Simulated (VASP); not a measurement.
The system is MgO.

```
CELL_PARAMETERS angstrom
0.00000 2.13515 2.13515
2.13515 0.00000 2.13515
2.13515 2.13515 0.00000
ATOMIC_POSITIONS crystal
Mg 0.00000 0.00000 0.00000
O 0.50000 0.50000 0.50000
```

```yaml
Program: VASP 6.6.1
Task: relaxation of cell and atoms
Functional: PBEsol
Potentials_or_basis: VASP PAW PBE potentials, release 64 (Mg, O)
Cutoff: 600 eV
k_mesh: 10 × 10 × 10
Occupations: gaussian, width 0.02 eV
Spin: no spin polarisation
```

At the start: pressure -6.5 GPa; volume 9.73 Å³/atom.

How do energy, volume and symmetry change on relaxing?

Over 3 steps the energy falls by 8.9 meV/atom and the volume is 9.31 Å³/atom (-4.3 %); space group Fm-3m (No. 225, to 0.05 Å).

Step by step:
```
step  energy change (eV)  largest force (eV/Å)  pressure (GPa)  volume (Å³)
   1              0.0000                0.0000           -6.52        19.47
   2             -0.0162                0.0000            2.22        18.37
   3             -0.0179                0.0000            0.01        18.62
```

Final structure:
```yaml
crystal:
  lattice:
    - [0.00000, 2.10373, 2.10373]
    - [2.10373, 0.00000, 2.10373]
    - [2.10373, 2.10373, 0.00000]
  atoms:
    - { symbol: Mg, position: [0.00000, 0.00000, 0.00000] }
    - { symbol: O, position: [0.50000, 0.50000, 0.50000] }
```

Caveat: the PAW data sets were made with another functional, which shifts forces and pressure a little.
